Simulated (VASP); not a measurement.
GaN, 2 atoms in the cell. Symmetry: R-3m, No. 166, trigonal system. Conventional cell: a = 2.982 Å, b = 2.982 Å, c = 7.596 Å, α = 90.00°, β = 90.00°, γ = 120.00°. Within 2.8 Å of Ga (site symmetry -3m) lie 6 N at 2.14 Å. Within 2.8 Å of N (site symmetry -3m) lie 6 Ga at 2.14 Å.  This cell differs from its parent crystal: strain along [111] +4.0%.

```yaml
Program: VASP 6.6.1
Task: single point
Functional: PBE
Potentials_or_basis: VASP PAW PBE potentials, release 64 (Ga_d, N)
Cutoff: 520 eV
k_mesh: 10 × 10 × 10
Occupations: fermi-dirac, width 0.02 eV
Spin: no spin polarisation
Dipole_correction: no
Further_INCAR_settings: ALGO = Normal; EDIFF = 1e-07; NBANDS = 16
```

Potentials or basis: VASP PAW PBE potentials, release 64 (Ga_d, N).

The run is started by

```sh
$ cat potpaw_PBE.64/Ga_d/POTCAR potpaw_PBE.64/N/POTCAR > POTCAR
$ mpirun -np 1 vasp_std > vasp.out
```

Hardware: 1 thread of Intel Xeon 6975P-C, on a shared host.

**Question.** Estimate the wall time of this run.

**Answer.** Run time: 21 s on 1 thread of Intel Xeon 6975P-C, with other jobs on the host, peak memory 0.17 GiB. Counts: scf iterations 14, k points 116.
